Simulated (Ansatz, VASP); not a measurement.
**TaN: VASP beside Ansatz**

INCAR

```
SYSTEM = TaN
PREC = Accurate ; ENCUT = 520
EDIFF = 1E-8 ; ISMEAR = -1
SIGMA = 0.01 ; LREAL = .FALSE.
LASPH = .TRUE. ; NELM = 120
ALGO = Normal ; ISIF = 2
LWAVE = .FALSE. ; LCHARG = .FALSE.
GGA = PE ; LEFG = .TRUE.
NBANDS = 24 ; GGA_COMPAT = .FALSE.
```

The input KPOINTS:

```
regular mesh
0
G
  9 9 5
  0 0 0
```

The input POSCAR:

```
TaN
1.0
    3.0500010905      0.0000000000      0.0000000000
   -1.5250005453      2.6413784260      0.0000000000
    0.0000000000      0.0000000000      5.0388000000
Ta N
2 2
Direct
    0.3333333333      0.6666666667      0.0000000000
    0.6666666667      0.3333333333      0.5000000000
    0.3333333333      0.6666666667      0.3850000000
    0.6666666667      0.3333333333      0.8850000000
```

Input for Ansatz:

```yaml
crystal:
  lattice:
    - [3.0500010905, 0.0, 0.0]
    - [-1.5250005453, 2.641378426, 0.0]
    - [0.0, 0.0, 5.0388]
  atoms:
    - { symbol: Ta, position: [0.3333333333, 0.6666666667, 0.0] }
    - { symbol: Ta, position: [0.6666666667, 0.3333333333, 0.5] }
    - { symbol: "N", position: [0.3333333333, 0.6666666667, 0.385] }
    - { symbol: "N", position: [0.6666666667, 0.3333333333, 0.885] }
kpoints:
  mp_grid: { grid: [9, 9, 5] }
scf:
  occupations: { method: fermi_dirac, width: 0.01 }
hamiltonian:
  xc: pbe
  pseudopotentials: { kind: all_electron, datasets: crystal }
output:
  forces: true
  stress: true
  eigenvalues: true
  efg: { contact_densities: true }
```

Change from the starting cell: zz strain of +2 %, crystal datasets.

Alike in both runs: task electric field gradients; functional PBE; k mesh 9 × 9 × 5; occupations fermi-dirac, width 0.01 eV; no spin polarisation.

```csv
,VASP,Ansatz
version,VASP 6.6.1,Ansatz 0.2.0
potentials or method,"VASP PAW PBE potentials, release 64 (Ta_pv, N), cutoff 520 eV","all-electron PAW with datasets made for the crystal, scalar-relativistic"
```

|  | VASP | Ansatz | Ansatz less VASP |
| --- | --- | --- | --- |
| pressure (GPa) | 127.5 | 122.6 | -4.89 |
| traceless stress, the component that is largest in VASP (GPa) | -22.12 | -21.23 | +0.892 |
| rms of the force components (eV/Å) | 1.925 | 1.877 | -0.0481 |
| size of Vzz on the site where it differs most (V/Å²) | 144.0 | 135.5 | -8.48 |

Atom by atom the forces differ by 0.048 eV/Å (rms over components). Both programs put the cell under a high pressure, so it lies far from rest at this level. Ansatz ran all-electron here, and VASP with PAW potentials.

Neither program's run includes spin-orbit coupling. Noted on VASP's run: the cell as given lies far from equilibrium.
